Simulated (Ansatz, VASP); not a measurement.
# Two plane-wave programs on Cu

File INCAR:

```
PREC = Accurate
ENCUT = 600
EDIFF = 1E-6
ISMEAR = 1
SIGMA = 0.1
LREAL = False
LASPH = True
NELM = 60
ALGO = Fast
ISIF = 3
LWAVE = False
LCHARG = False
GGA = PE
IBRION = 2
NSW = 80
EDIFFG = -0.005
```

Contents of KPOINTS:

```
regular mesh
0
Gamma
  16 16 12
```

File POSCAR:

```
Cu
1.0
    2.5455844123      0.0000000000      0.0000000000
    0.0000000000      2.5455844123      0.0000000000
    0.0000000000      0.0000000000      3.6000000000
Cu
2
Direct
    0.0000000000      0.0000000000      0.0000000000
    0.5000000000      0.5000000000      0.5000000000
```

Input for Ansatz:

```yaml
crystal:
  lattice:
    - [2.5455844123, 0.0, 0.0]
    - [0.0, 2.5455844123, 0.0]
    - [0.0, 0.0, 3.6]
  atoms:
    - { symbol: Cu, position: [0.0, 0.0, 0.0] }
    - { symbol: Cu, position: [0.5, 0.5, 0.5] }
scf:
  occupations: { method: methfessel_paxton, width: 0.1 }
output:
  forces: true
  stress: true
  eigenvalues: true
hamiltonian:
  xc: pbe
kpoints:
  mp_grid: { grid: [16, 16, 12] }
relax:
  f_tol: 0.005
  cell: { stress_tol: 0.02 }
```

Alike in both runs: task relaxation of cell and atoms; functional PBE; k mesh 16 × 16 × 12; occupations methfessel-paxton of order 1, width 0.1 eV; no spin polarisation.

|  | VASP | Ansatz |
| --- | --- | --- |
| version | VASP 6.6.1 | Ansatz 0.2.0 |
| potentials or method | VASP PAW PBE potentials, release 64 (Cu) | scalar-relativistic, plane waves, PAW |
| plane-wave cutoff (eV) | 600 | 420 |
| valence electrons in the cell | 22 | 38 |

VASP gave:

```
gap on the k mesh at the Fermi level, each at its own relaxed structure (eV) : none
relaxed volume (Å³/atom)                                                     : 12.01
relaxed cell length with the largest relative difference (Å)                 : 3.623
```

Question: Which values does Ansatz return?

Answer: gap on the k mesh at the Fermi level, each at its own relaxed structure (eV): none; relaxed volume (Å³/atom): 11.95; relaxed cell length with the largest relative difference (Å): 3.615.

A gap of «none» marks a metal or a gap that the smearing closes. VASP's potentials hold 22 valence electrons a cell and Ansatz's 38, so a difference there can come from the potentials and not from the codes.
